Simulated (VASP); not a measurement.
Wanted: the native input for a VASP 6.6.1 run.

```
Task                   : single point
Functional             : PBE
Potentials or basis    : VASP PAW PBE potentials, release 64 (Co, O)
Cutoff                 : 520 eV
k mesh                 : 10 × 10 × 5
Occupations            : gaussian, width 0.02 eV
Spin                   : collinear spin, antiferromagnetic start
Starting moments       : [3.0, -3.0, 0.0, 0.0] μB
Hubbard terms          : Co d U = 3.32 eV
Dipole correction      : no
Further INCAR settings : ALGO = Normal; EDIFF = 1e-07; NBANDS = 27
```

The structure of CoO lies in POSCAR:

```
CoO
1.0
    2.6435042771      0.0000000000      0.0000000000
    0.0000000000      2.6435042771      0.0000000000
    0.0000000000      0.0000000000      5.3050933270
Co O
2 2
Direct
    0.0000000000      1.0000000000      1.0000000000
    0.0000000000      1.0000000000      0.5000000000
    0.5000000000      0.5000000000      0.2500000000
    0.5000000000      0.5000000000      0.7500000000
```

One way to write it, as run:

INCAR

```
PREC     = Accurate       # precision mode
ENCUT    = 520            # plane-wave cutoff, eV
EDIFF    = 1E-7           # SCF threshold, eV
ISMEAR   = 0              # smearing method
SIGMA    = 0.02           # smearing width, eV
LREAL    = F              # projectors in reciprocal space
LASPH    = T              # aspherical terms in the spheres
NELM     = 150            # most SCF steps
ALGO     = Normal         # electronic algorithm
ISIF     = 2              # what is computed and relaxed
LWAVE    = F              # write WAVECAR
LCHARG   = F              # write CHGCAR
ISPIN    = 2              # spin polarisation
MAGMOM   = 3 -3 0 0       # initial moments
LORBIT   = 11             # projections on sites
LMAXMIX  = 4              # l up to which the mixer works
LDAU     = T              # DFT+U
LDAUTYPE = 2            
LDAUL    = 2 -1           # shell
LDAUU    = 3.32 0         # U, eV
LDAUJ    = 0 0          
LDAUPRINT= 1            
GGA      = PE             # functional
NBANDS   = 27             # bands
```

KPOINTS

```
Automatic mesh
0
Gamma
  10 10 5
```

Potentials or basis: VASP PAW PBE potentials, release 64 (Co, O).

Run with:

```sh
$ cat potpaw_PBE.64/Co/POTCAR potpaw_PBE.64/O/POTCAR > POTCAR
$ mpirun -np 1 vasp_std > vasp.out
```

It gave:

The pressure is -3.8 GPa, the band gap on the k mesh is 1.63 eV and the net moment is 0.00 μB per cell. The site moments are Co +2.61, -2.61; O +0.00 μB and the valence electrons inside the program's atomic spheres are Co 7.74; O 4.95.

Caveat: the cell stands under tension.

It took 71 s on 1 thread of AMD EPYC 9R45 96-Core Processor (Zen 5), on a shared host, peak memory 0.19 GiB.
